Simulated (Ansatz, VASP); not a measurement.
**One calculation of AlGaN2, two programs**

```xyz
4
Lattice="3.1153 0.0000 0.0000 0.0000 3.1153 0.0000 0.0000 0.0000 4.3843" Properties=species:S:1:pos:R:3 pbc="T T T"
Al    1.5576    1.5576    2.1922
Ga    0.0000    0.0000    0.0000
N     1.5576    0.0000    3.2446
N     0.0000    1.5576    1.1397
```

Alike in both runs: task single point; functional LDA; k mesh 8 × 8 × 6; occupations gaussian, width 0.02 eV; no spin polarisation.

|  | VASP | Ansatz |
| --- | --- | --- |
| version | VASP 6.6.1 | Ansatz 0.2.0 |
| potentials or method | VASP PAW LDA potentials, release 64 (Al, Ga_d, N), cutoff 520 eV | scalar-relativistic, plane waves, PAW |
| valence electrons in the cell | 26 | 26 |

VASP gave:

```
gap on the k mesh at the Fermi level (eV) : 3.07
least direct gap on the mesh (eV)         : 3.07
pressure (GPa)                            : 0.9
rms of the force components (eV/Å)        : 0.012
```

Task: Which values does Ansatz return?

Result: gap on the k mesh at the Fermi level (eV): 3.05; least direct gap on the mesh (eV): 3.05; pressure (GPa): 0.0; rms of the force components (eV/Å): 0.000.

LDA's correlation is that of Perdew and Zunger in VASP and of Perdew and Wang (1992) in Ansatz. Atom by atom the forces differ by 0.012 eV/Å (rms over components).
